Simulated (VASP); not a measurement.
# LiTmH4 (Cmmm) in VASP: relaxation of cell and atoms with PBE

Aim: the relaxation of cell and atoms of LiTmH4 with PBE.

All numbers are computed with VASP 6.6.1; they aren't measurements. Logs are shortened: lines on timing, memory, paths and dates and some standing lists are left out, and cuts for length are marked.

## Step 1: The cell of the first run

Symmetry: Cmmm, No. 65, orthorhombic system. The conventional cell has a = 5.476 Å, b = 6.526 Å, c = 3.599 Å, α = 90.00°, β = 90.00°, γ = 90.00°. Within 2.2 Å of Li (site symmetry mmm) lie 6 H at 1.68 to 2.12 Å. Within 2.8 Å of Tm (site symmetry mmm) lie 6 H at 2.09 to 2.15 Å. Within 2.8 Å of H (site symmetry m2m) lie 2 Li at 2.12 Å and 1 Tm at 2.15 Å and 5 H at 2.23 to 2.70 Å. Within 2.2 Å of H (site symmetry 2mm) lie 1 Li at 1.68 Å and 2 Tm at 2.09 Å and 1 H at 2.13 Å.

The cell was generated, and may not be a known phase.

## Step 2: Relaxation of cell and atoms, PBE

Input file INCAR:

```
PREC = Accurate
ENCUT = 750
EDIFF = 1E-7
ISMEAR = 0
SIGMA = 0.1
LREAL = F
LASPH = T
NELM = 200
ALGO = Normal
ISIF = 3
LWAVE = F
LCHARG = F
GGA = PE
IBRION = 2
NSW = 100
EDIFFG = -0.01
GGA_COMPAT = F
NELMIN = 4
LMAXMIX = 6
```

Input file KPOINTS:

```
regular mesh
0
Gamma
  8 8 8
```

Input file POSCAR:

```
LiTmH4
1.0
    2.7379814244     -3.2632224875      0.0000000000
    2.7379814244      3.2632224875      0.0000000000
    0.0000000000      0.0000000000      3.5989980893
Li Tm H
1 1 4
Direct
    0.5000000000      0.5000000000      0.5000000000
    0.0000000000      0.0000000000      0.0000000000
    0.6711126098      0.3288873902      0.0000000000
    0.1940909076      0.1940909076      0.5000000000
    0.8059090924      0.8059090924      0.5000000000
    0.3288873902      0.6711126098      0.0000000000
```

Potentials or basis: VASP PAW PBE potentials, release 64 (Li_sv, Tm_3, H), 4f in core.

Launch:

```bash
> cat potpaw_PBE.64/Li_sv/POTCAR potpaw_PBE.64/Tm_3/POTCAR potpaw_PBE.64/H/POTCAR > POTCAR
> mpirun -np 1 vasp_std > vasp.out
```

OUTCAR:

```text
PREC = Accurate
   ENCUT = 750
   EDIFF = 1E-7
   ISMEAR = 0
   LREAL = F
   LASPH = T
   NELM = 200
   ISIF = 3
   GGA = PE
   IBRION = 2
   NSW = 100
   EDIFFG = -0.01
   NELMIN = 4

 ion  position               nearest neighbor table
   1  0.500  0.500  0.500-   4 1.68   5 1.68
   2  0.000  0.000  0.000-   4 2.09   5 2.09   4 2.09   5 2.09   3 2.15   6 2.15
   3  0.671  0.329  0.000-   2 2.15
   4  0.194  0.194  0.500-   1 1.68   2 2.09   2 2.09
   5  0.806  0.806  0.500-   1 1.68   2 2.09   2 2.09
   6  0.329  0.671  0.000-   2 2.15

  LATTYP: Found a base centered orthorhombic cell.
 ALAT       =     5.4759628488
 B/A-ratio  =     1.1918351448
 C/A-ratio  =     0.6572356659

  Lattice vectors:

 A1 = (   2.7379814244,  -3.2632224875,   0.0000000000)
 A2 = (   2.7379814244,   3.2632224875,   0.0000000000)
 A3 = (   0.0000000000,   0.0000000000,   3.5989980893)

Analysis of symmetry for initial positions (statically):
=====================================================================
 Subroutine PRICEL returns:
 Original cell was already a primitive cell.

 Routine SETGRP: Setting up the symmetry group for a
 base centered orthorhombic supercell.

 Subroutine GETGRP returns: Found  8 space group operations
 (whereof  8 operations were pure point group operations)
 out of a pool of  8 trial point group operations.

The static configuration has the point symmetry D_2h.

Analysis of symmetry for dynamics (positions and initial velocities):
=====================================================================
 Subroutine PRICEL returns:
 Original cell was already a primitive cell.

 Routine SETGRP: Setting up the symmetry group for a
 base centered orthorhombic supercell.

 Subroutine GETGRP returns: Found  8 space group operations
 (whereof  8 operations were pure point group operations)
 out of a pool of  8 trial point group operations.

The dynamic configuration has the point symmetry D_2h.

 Subroutine INISYM returns: Found  8 space group operations
 (whereof  8 operations are pure point group operations),
 and found     1 'primitive' translations

----------------------------------------------------------------------------------------

                                     Primitive cell

  volume of cell :      64.3115

  direct lattice vectors                    reciprocal lattice vectors
     2.737981424 -3.263222488  0.000000000     0.182616286 -0.153222773  0.000000000
     2.737981424  3.263222488  0.000000000     0.182616286  0.153222773  0.000000000
     0.000000000  0.000000000  3.598998089     0.000000000  0.000000000  0.277855107

  length of vectors
     4.259713991  4.259713991  3.598998089     0.238381892  0.238381892  0.277855107

  position of ions in fractional coordinates (direct lattice)
     0.500000000  0.500000000  0.500000000
     0.000000000  0.000000000  0.000000000
     0.671112610  0.328887390  0.000000000
     0.194090908  0.194090908  0.500000000
     0.805909092  0.805909092  0.500000000
     0.328887390  0.671112610  0.000000000

  ion indices of the primitive-cell ions
   primitive index   ion index
                 1           1
                 2           2
                 3           3
                 4           4
                 5           5
                 6           6

----------------------------------------------------------------------------------------

 KPOINTS: regular mesh

Automatic generation of k-mesh.
 Grid dimensions read from file:
 generate k-points for:    8    8    8

 Generating k-lattice:

  Cartesian coordinates                     Fractional coordinates (reciprocal lattice)
     0.022827036 -0.019152847  0.000000000     0.125000000  0.000000000  0.000000000
     0.022827036  0.019152847  0.000000000     0.000000000  0.125000000  0.000000000
     0.000000000  0.000000000  0.034731888     0.000000000  0.000000000  0.125000000

  Length of vectors
     0.029797736  0.029797736  0.034731888

  Shift w.r.t. Gamma in fractional coordinates (k-lattice)
     0.000000000  0.000000000  0.000000000

 Subroutine IBZKPT returns following result:
 ===========================================

 Found    105 irreducible k-points:

 Following reciprocal coordinates:
            Coordinates               Weight
  0.000000  0.000000  0.000000      1.000000
  0.125000  0.000000  0.000000      4.000000
  0.250000  0.000000  0.000000      4.000000
  0.375000  0.000000  0.000000      4.000000
  0.500000  0.000000  0.000000      2.000000
  0.125000  0.125000  0.000000      2.000000
[... 16 lines left out ...]
  0.125000  0.000000  0.125000      8.000000
  0.250000  0.000000  0.125000      8.000000
 [... further k-points ...]
   k-points           NKPTS =    105   k-points in BZ     NKDIM =    105   number of bands    NBANDS=     12
   number of dos      NEDOS =    301   number of ions     NIONS =      6
   total plane-waves  NPLWV =  51200
   dimension x,y,z NGX =    40 NGY =   40 NGZ =   32
   dimension x,y,z NGXF=    80 NGYF=   80 NGZF=   64
   ions per type =               1   1   4
   NGX,Y,Z   is equivalent  to a cutoff of  15.61, 15.61, 14.78 a.u.
   NGXF,Y,Z  is equivalent  to a cutoff of  31.22, 31.22, 29.56 a.u.
 SYSTEM =  unknown system
   PREC   = accura    normal or accurate (medium, high low for compatibility)
   ISTART =      0    job   : 0-new  1-cont  2-samecut
   ICHARG =      2    charge: 1-file 2-atom 10-const
   ISPIN  =      1    spin polarized calculation?
   LNONCOLLINEAR =      F non collinear calculations
   LSORBIT =      F    spin-orbit coupling
   LASPH  =      T    aspherical Exc in radial PAW
   ENCUT  =  750.0 eV  55.12 Ry    7.42 a.u.   9.51  9.51  8.04*2*pi/ulx,y,z
   NELM   =    200;   NELMIN=  4; NELMDL= -5     # of ELM steps
   EDIFF  = 0.1E-06   stopping-criterion for ELM
   LREAL  =      F    real-space projection
   EDIFFG = -.1E-01   stopping-criterion for IOM
   NSW    =    100    number of steps for IOM
   IBRION =      2    ionic relax: 0-MD 1-quasi-New 2-CG
   NFREE  =      1    steps in history (QN), initial steepest desc. (CG)
   ISIF   =      3    stress and relaxation
   ISYM   =      2    0-nonsym 1-usesym 2-fastsym
   POTIM  = 0.5000    time-step for ionic-motion
   TEBEG  =    0.0;   TEEND  =   0.0 temperature during run
   PSTRESS=    0.0 pullay stress
   NELECT =      16.0000    total number of electrons
   NUPDOWN=      -1.0000    fix difference up-down
   EMIN   =  10.00;   EMAX   =-10.00  energy-range for DOS
   EFERMI =   0.00;   METHOD = LEGACY
   ISMEAR =     0;   SIGMA  =   0.10  broadening in eV -4-tet -1-fermi 0-gaus
   EFERMI_NEDOS =   21; number of points for ismear=-14 and -15
   IALGO  =     38    algorithm
   IMIX   =      4    mixing-type and parameters
     AMIX     =   0.40;   BMIX     =  1.00
     AMIX_MAG =   1.60;   BMIX_MAG =  1.00
  volume/ion in A,a.u.               =      10.72        72.33
  Fermi-wavevector in a.u.,A,eV,Ry     =   1.029640  1.945737 14.424321  1.060158
  Thomas-Fermi vector in A             =   2.163697
   LORBIT       =      0    0 simple, 1 ext, 2 COOP (PROOUT), +10 PAW based schemes
   GGA     = PE    functional components
   LHFCALC =     F    Hartree Fock is set to
   AEXX    =    0.0000 exact exchange contribution
   IVDW    =     0    specifies the selected vdW correction
   LEPSILON=     F    determine dielectric tensor
   LRPA    =     F    only Hartree local field effects (RPA)
 conjugate gradient relaxation of ions
 non-spin polarized calculation
 Gauss-broadening in eV      SIGMA  =   0.10
  energy-cutoff  :      750.00
  volume of cell :       64.31
 maximum number of plane-waves:      3035
 NGX is ok and might be reduce to    40
   NGX = 19   NGY = 19   NGZ = 17

--------------------------------------- Ionic step        1  -------------------------------------------

 number of electron      16.0000001 magnetization

 Free energy of the ion-electron system (eV)
  ---------------------------------------------------
  ext. energy  EPLUGINS =         0.00000000
  ---------------------------------------------------
  free energy    TOTEN  =       -21.70773333 eV

  energy without entropy =      -21.70735193  energy(sigma->0) =      -21.70754263

------------------------ aborting loop because EDIFF is reached ----------------------------------------

  FORCE on cell =-STRESS in cart. coord.  units (eV):
  Direction    XX          YY          ZZ          XY          YZ          ZX
  --------------------------------------------------------------------------------------
  -------------------------------------------------------------------------------------
  Total       -0.1782783     -0.0386046      0.2498393     -0.0000000      0.0000000      0.0000000
  in kB       -4.4414041     -0.9617459      6.2241850     -0.0000000      0.0000000      0.0000000
  external PRESSURE =       0.2736783 kB  Pullay stress =       0.0000000 kB
[... 101 lines left out ...]
  FREE ENERGIE OF THE ION-ELECTRON SYSTEM (eV)
  ---------------------------------------------------
  free  energy   TOTEN  =       -21.7093029369 eV

  energy  without entropy=      -21.7088916398  energy(sigma->0) =      -21.70909729

[... ionic steps 4 to 7 ...]

--------------------------------------- Ionic step        8  -------------------------------------------

 number of electron      16.0000000 magnetization

------------------------ aborting loop because EDIFF is reached ----------------------------------------
[... 75 lines left out ...]
--------------------------------------- Ionic step       10  -------------------------------------------

 number of electron      16.0000000 magnetization

 Free energy of the ion-electron system (eV)
  ---------------------------------------------------
  ext. energy  EPLUGINS =         0.00000000
  ---------------------------------------------------
  free energy    TOTEN  =       -21.71121866 eV

  energy without entropy =      -21.71060349  energy(sigma->0) =      -21.71091107

 E-fermi :   0.9606     XC(G=0):  -8.8241

 val. band max:        0.8911031870   @ k =   0.0000   0.0000   0.3750
 cond. band min:       1.0227390486   @ k =   0.0000   0.0000   0.5000
 fundamental gap:      0.1316358616
 Fermi energy:         0.9605845639

 k-point     1 :       0.0000    0.0000    0.0000
  band No.  band energies     occupation
      1     -43.9896      2.00000
      2     -24.3800      2.00000
      3     -24.2779      2.00000
      4     -24.1208      2.00000
      5      -6.1173      2.00000
      6      -2.4576      2.00000
      7      -0.6769      2.00000
      8       0.3253      2.00000
      9       1.8676      0.00000
     10       3.7072      0.00000
     11       4.8739      0.00000
     12       5.7260      0.00000
[... 331 lines left out ...]
 k-point    24 :       0.2500    0.0000    0.1250
  band No.  band energies     occupation
      1     -43.9894      2.00000
      2     -24.3842      2.00000
      3     -24.2861      2.00000
      4     -24.1594      2.00000
      5      -5.4393      2.00000
      6      -2.7713      2.00000
      7      -1.1923      2.00000
      8      -0.2638      2.00000
      9       2.9380      0.00000
     10       4.2786      0.00000
     11       4.5072      0.00000
     12       5.4085      0.00000

 [... further k-points ...]

------------------------ aborting loop because EDIFF is reached ----------------------------------------

  FORCE on cell =-STRESS in cart. coord.  units (eV):
  Direction    XX          YY          ZZ          XY          YZ          ZX
  --------------------------------------------------------------------------------------
  -------------------------------------------------------------------------------------
  Total        0.0158257     -0.0098264      0.0092492      0.0000000      0.0000000      0.0000000
  in kB        0.3996435     -0.2481438      0.2335695      0.0000000      0.0000000      0.0000000
  external PRESSURE =       0.1283564 kB  Pullay stress =       0.0000000 kB
[... 21 lines left out ...]
  FREE ENERGIE OF THE ION-ELECTRON SYSTEM (eV)
  ---------------------------------------------------
  free  energy   TOTEN  =       -21.7112186581 eV

  energy  without entropy=      -21.7106034855  energy(sigma->0) =      -21.71091107

 reached required accuracy - stopping structural energy minimisation
```

It took 6 min on 1 thread of AMD EPYC 9R45 (Zen 5), shared host; peak memory 0.31 GiB.

What came out:

- Free energy: -21.7112 eV
- Relaxed volume: 10.57 Å³/atom
- Relaxed cell: a = 4.216 Å, b = 4.216 Å, c = 3.633 Å, α = 90.00°, β = 90.00°, γ = 100.66°
- Space group after relaxing (to 0.1 Å): Cmmm (No. 65)
- Energy gained by relaxing: 0.6 meV/atom
- Ionic steps: 10
- Pressure after relaxing: 0.0 GPa
- Largest force after relaxing: 0.003 eV/Å
- Band gap on the k mesh: zero (bands 8 and 9 overlap by 0.17 eV)

Forces in eV/Å, atoms in the order of the input:
```
Li   0.000  0.000  0.000
Tm   0.000  0.000  0.000
H    0.000  0.003  0.000
H   -0.003  0.000  0.000
H    0.003  0.000  0.000
H    0.000 -0.003  0.000
```

The path:
```csv
step,energy change (eV),largest force (eV/Å),pressure (GPa),volume (Å³)
1,0.0000,0.0400,0.03,64.31
2,-0.0008,0.0335,-0.09,64.33
3,-0.0016,0.0590,-0.41,64.38
4,-0.0016,0.0467,-0.34,64.37
5,-0.0023,0.0394,-0.25,64.15
6,-0.0032,0.0265,-0.07,63.75
7,-0.0030,0.0071,0.27,62.97
8,-0.0034,0.0171,0.05,63.44
9,-0.0034,0.0161,0.07,63.41
10,-0.0035,0.0032,0.01,63.45
```

Final structure:
```
Li Tm H
1.0
     2.69120   -3.24496    0.00000
     2.69120    3.24496    0.00000
     0.00000    0.00000    3.63258
Li Tm H
1 1 4
Cartesian
  2.6912 0.0000 1.8163
  0.0000 0.0000 3.6326
  2.6912 -1.0915 3.6326
  1.0396 0.0000 1.8163
  4.3428 0.0000 1.8163
  2.6912 1.0915 0.0000
```

Levels at points of the mesh, in eV from the Fermi level:
```tsv
k point	band 5	band 6	band 7	band 8	band 9	band 10	band 11	band 12
(0.00, 0.00, 0.00)	-7.08	-3.42	-1.64	-0.64	0.91	2.75	3.91	4.77
(0.50, 0.00, 0.00)	-5.90	-4.44	-2.92	-0.07	1.79	3.00	4.02	4.55
(0.50, 0.50, 0.00)	-5.43	-3.58	-2.85	-2.65	3.32	3.43	3.83	4.56
(0.00, 0.00, 0.50)	-5.13	-3.79	-3.23	0.06	1.81	2.41	3.05	6.07
(0.50, 0.00, 0.50)	-3.59	-3.43	-3.36	-2.67	1.47	2.16	4.50	4.84
(0.50, 0.50, 0.50)	-3.90	-3.72	-2.65	-1.69	-0.11	3.48	4.45	4.87
```

Caveat: spin-orbit coupling is left out, which moves the levels of the heavy elements; the 4f electrons are frozen in the core, so they carry no moment and show no levels. Spin polarisation is off, so any magnetic state and its effect on volume and gap are missing.

The gap in the log of VASP goes by the Fermi energy; the results here count the filled bands.